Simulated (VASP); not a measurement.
Wanted: the native input for a VASP 6.6.1 run.

* Task: single point
* Functional: PBE
* Potentials or basis: VASP PAW PBE potentials, release 64 (Mo_sv)
* Cutoff: 520 eV
* k mesh: 9 × 9 × 4
* Occupations: gaussian, width 0.1 eV
* Spin: no spin polarisation
* Dipole correction: no
* Further INCAR settings: ALGO = Normal; EDIFF = 1e-06; NBANDS = 21

The structure of Mo lies in POSCAR:

```
Mo
1.0
    2.7531358432      0.0000000000      0.0000000000
   -1.3765679216      2.3842855803      0.0000000000
    0.0000000000      0.0000000000      4.8962672073
Mo
2
Direct
    0.3333333333      0.6666666667      0.2500000000
    0.6666666667      0.3333333333      0.7500000000
```

These files were run (other wordings do the same):

INCAR

```
PREC = Accurate
ENCUT = 520
EDIFF = 1E-6
ISMEAR = 0
SIGMA = 0.1
LREAL = F
LASPH = T
NELM = 100
ALGO = Normal
ISIF = 2
LWAVE = F
LCHARG = F
GGA = PE
NBANDS = 21
```

KPOINTS

```
Automatic mesh
0
Gamma
  9 9 4
```

Potentials or basis: VASP PAW PBE potentials, release 64 (Mo_sv).

Launch:

```bash
$ cat potpaw_PBE.64/Mo_sv/POTCAR > POTCAR
$ mpirun -np 1 vasp_std > vasp.out
```

It gave:

```yaml
Pressure: 0.6 GPa
Band_gap_on_the_k_mesh: zero (band 14 reaches 13.12 eV, above the bottom of band 15 at 11.26 eV)
```

Run time: 14 s on 1 thread of Intel(R) Xeon(R) Platinum 8259CL CPU @ 2.50GHz (Skylake/Cascade Lake), on a shared host, peak memory 0.14 GiB.
